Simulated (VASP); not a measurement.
Set up this calculation in VASP 6.6.1, as the native input.

```
Task                   : single point
Functional             : r2SCAN
Potentials or basis    : VASP PAW PBE potentials, release 64 (W_sv)
Cutoff                 : 520 eV
k mesh                 : 18 × 18 × 18
Occupations            : gaussian, width 0.1 eV
Spin                   : no spin polarisation
Dipole correction      : no
Further INCAR settings : ALGO = Normal; EDIFF = 1e-06; NBANDS = 13
```

The system is W.

```xyz
1
Lattice="-1.5618 1.5618 1.5618 1.5618 -1.5618 1.5618 1.5618 1.5618 -1.5618" Properties=species:S:1:pos:R:3 pbc="T T T"
W     0.0000    0.0000    0.0000
```

One way to write it, as run:

POSCAR

```
W
1.0
   -1.5617925728      1.5617925728      1.5617925728
    1.5617925728     -1.5617925728      1.5617925728
    1.5617925728      1.5617925728     -1.5617925728
W
1
Direct
    0.0000000000      0.0000000000      0.0000000000
```

INCAR.step1

```
SYSTEM = W
PREC = Accurate ; ENCUT = 520
ISMEAR = 0 ; SIGMA = 0.1
LREAL = .FALSE. ; LASPH = .TRUE.
NELM = 100 ; NBANDS = 13
GGA = PE ; ALGO = Normal
EDIFF = 1E-4 ; LWAVE = .TRUE.
LCHARG = .FALSE.
```

INCAR.step2

```
SYSTEM = W
PREC = Accurate ; ENCUT = 520
EDIFF = 1E-6 ; ISMEAR = 0
SIGMA = 0.1 ; LREAL = .FALSE.
LASPH = .TRUE. ; NELM = 100
ALGO = Normal ; ISIF = 2
LWAVE = .FALSE. ; LCHARG = .TRUE.
METAGGA = R2SCAN ; LMIXTAU = .TRUE.
LELF = .TRUE. ; LVHAR = .TRUE.
NBANDS = 13 ; ISTART = 1
```

KPOINTS

```
regular mesh
0
G
  18 18 18
  0 0 0
```

Potentials or basis: VASP PAW PBE potentials, release 64 (W_sv).

Run with:

```console
$ cat potpaw_PBE.64/W_sv/POTCAR > POTCAR
$ cp INCAR.step1 INCAR
$ mpirun -np 1 vasp_std > vasp.out
$ cp INCAR.step2 INCAR
$ mpirun -np 1 vasp_std > vasp.out
```

It gave:

```json
{"Pressure": "16.5 GPa", "Band gap on the k mesh": "zero (band 7 reaches 17.51 eV, above the bottom of band 8 at 10.52 eV)"}
```

Caveat: the PAW data sets were made with another functional, which shifts forces and pressure a little; spin-orbit coupling is left out, which moves the levels of the heavy elements.

Run time: 91 s on 1 thread of AMD EPYC 9R14 (Zen 4) (shared host), peak memory 0.12 GiB.
